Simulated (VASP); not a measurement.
The system is Gd.

```
CELL_PARAMETERS angstrom
3.48415 0.00000 0.00000
-1.74208 3.01737 0.00000
0.00000 0.00000 5.58672
ATOMIC_POSITIONS crystal
Gd 0.33333 0.66667 0.25000
Gd 0.66667 0.33333 0.75000
```

Base run:

- Program: VASP 6.6.1
- Functional: LDA
- Potentials or basis: VASP PAW PBE potentials, release 64 (Gd)
- Cutoff: 520 eV
- k mesh: 10 × 10 × 6
- Occupations: gaussian, width 0.6 eV
- Spin: collinear spin, ferromagnetic start
- Starting moments: [7.214, 7.214] μB

Its results: pressure 1.2 GPa; net moment 14.34 μB per cell; site moments Gd +6.78 μB.

After a change of settings the same cell gave: pressure -0.1 GPa; net moment 14.67 μB per cell; site moments Gd +6.90 μB. Which change was it?
A. occupations from gaussian, width 0.6 eV to methfessel-paxton, width 0.03 eV
B. occupations from gaussian, width 0.6 eV to methfessel-paxton, width 0.6 eV
C. occupations from gaussian, width 0.6 eV to fermi-dirac, width 0.3 eV; further incar settings from ALGO = Normal; EDIFF = 1e-07; NBANDS = 29 to ALGO = Normal; EDIFF = 1e-06; NBANDS = 29

A.

Caveats: the PAW data sets were made with another functional, which shifts forces and pressure a little; so wide a smearing shifts energies and pressures (at least some runs).
